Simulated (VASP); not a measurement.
Write the native input for VASP 6.6.1 that does the following.

| Quantity | Value |
| --- | --- |
| Task | relaxation of cell and atoms |
| Functional | PBEsol |
| Potentials or basis | VASP PAW PBE potentials, release 64 (Al, N) |
| Cutoff | 600 eV |
| k mesh | 9 × 9 × 4 |
| Occupations | gaussian, width 0.02 eV |
| Spin | no spin polarisation |
| Dipole correction | no |
| Further INCAR settings | ALGO = Normal; EDIFF = 1e-06; IBRION = 2; EDIFFG = -0.005; NSW = 100; ISIF = 3 |

The structure of AlN lies in POSCAR:

```
AlN
1.0
    3.1285881360      0.0000000000      0.0000000000
   -1.5642940680      2.7094368037      0.0000000000
    0.0000000000      0.0000000000      5.0169550000
Al N
2 2
Direct
    0.6666666700      0.3333333300      0.4992870000
    0.3333333300      0.6666666700      0.9992870000
    0.6666666700      0.3333333300      0.8807130000
    0.3333333300      0.6666666700      0.3807130000
```

The input as run:

INCAR

```
SYSTEM = AlN
PREC = Accurate
ENCUT = 600
EDIFF = 1E-6
ISMEAR = 0
SIGMA = 0.02
LREAL = .FALSE.
LASPH = .TRUE.
NELM = 60
ALGO = Normal
ISIF = 3
LWAVE = .FALSE.
LCHARG = .FALSE.
GGA = PS
IBRION = 2
NSW = 100
EDIFFG = -0.005
```

KPOINTS

```
Automatic mesh
0
G
  9 9 4
  0 0 0
```

Potentials or basis: VASP PAW PBE potentials, release 64 (Al, N).

The run is started by

```console
$ cat potpaw_PBE.64/Al/POTCAR potpaw_PBE.64/N/POTCAR > POTCAR
$ mpirun -np 1 vasp_std > vasp.out
```

Results of the run:

```
Relaxed volume                         : 10.45 Å³/atom
Relaxed cell                           : a = 3.113 Å, b = 3.113 Å, c = 4.982 Å, α = 90.00°, β = 90.00°, γ = 120.00°
Space group after relaxing (to 0.05 Å) : P6_3mc (No. 186)
Energy gained by relaxing              : 1.9 meV/atom
Ionic steps                            : 8
Pressure after relaxing                : 0.0 GPa
Band gap on the k mesh                 : 4.12 eV, direct
```

Caveat: the PAW data sets were made with another functional, which shifts forces and pressure a little.

It took 3.1 min on 1 thread of AMD EPYC 7R13, on a shared host, peak memory 0.15 GiB.
